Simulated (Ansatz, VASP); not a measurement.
Si4O7 in VASP and in Ansatz

```xyz
11
Lattice="5.0800 0.0000 0.0000 0.0000 5.0800 0.0000 0.0000 0.0000 7.0915" Properties=species:S:1:pos:R:3 pbc="T T T"
Si    1.4957    1.4957    0.0000
Si    1.0443    4.0357    1.7729
Si    3.5843    3.5843    3.5457
Si    4.0357    1.0443    5.3186
O     2.0593    3.7641    3.0127
O     3.8559    4.5992    4.7856
O     3.0207    1.3159    6.5584
O     3.7641    2.0593    4.0788
O     4.6553    4.7969    2.2708
O     1.3159    3.0207    0.5331
O     0.4807    1.2241    5.8517
```

Change from the starting cell: O vacancy; atom 9 moved 0.250 of the way to it and +0.675 Å across, host rigid.

Alike in both runs: task single point; functional PBE; k mesh 4 × 4 × 4; occupations gaussian, width 0.05 eV; no spin polarisation.

```csv
,VASP,Ansatz
version,VASP 6.6.1,Ansatz 0.2.0
potentials or method,"VASP PAW PBE potentials, release 64 (Si, O), cutoff 520 eV","scalar-relativistic, plane waves, PAW"
valence electrons in the cell,58,58
```

```tsv
	VASP	Ansatz	Ansatz less VASP
gap on the k mesh at the Fermi level (eV)	1.33	1.34	+0.001
least direct gap on the mesh (eV)	1.67	1.68	+0.003
pressure (GPa)	-3.2	-3.3	-0.08
traceless stress, the component that is largest in VASP (GPa)	4.59	4.49	-0.094
rms of the force components (eV/Å)	1.555	1.557	+0.0021
```

Atom by atom the forces differ by 0.017 eV/Å (rms over components).
